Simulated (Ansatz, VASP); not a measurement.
Two plane-wave programs on PdBr

```
Pd Br
1.0
     0.00000    2.31641    2.31641
     2.31641    0.00000    2.31641
     2.31641    2.31641    0.00000
Pd Br
1 1
Cartesian
  0.0000 0.0000 0.0000
  2.3164 2.3164 2.3164
```

Change from the starting cell: volume scaled by 0.6, PAW files.

Alike in both runs: task single point; functional PBE; k mesh 13 × 13 × 13; occupations fermi-dirac, width 0.1 eV; no spin polarisation.

|  | VASP | Ansatz |
| --- | --- | --- |
| version | VASP 6.6.1 | Ansatz 0.2.0 |
| potentials or method | VASP PAW PBE potentials, release 64 (Pd, Br) | PAW with Ansatz's default frozen-core files, scalar-relativistic |
| plane-wave cutoff (eV) | 520 | 420 |
| valence electrons in the cell | 17 | 25 |

|  | VASP | Ansatz | Ansatz less VASP |
| --- | --- | --- | --- |
| pressure (GPa) | 135.3 | 134.1 | -1.17 |

Both programs put the cell under a high pressure, so it lies far from rest at this level. VASP's potentials hold 17 valence electrons a cell and Ansatz's 25, so a difference there can come from the potentials and not from the codes.

Noted on VASP's run: the cell as given lies far from equilibrium.
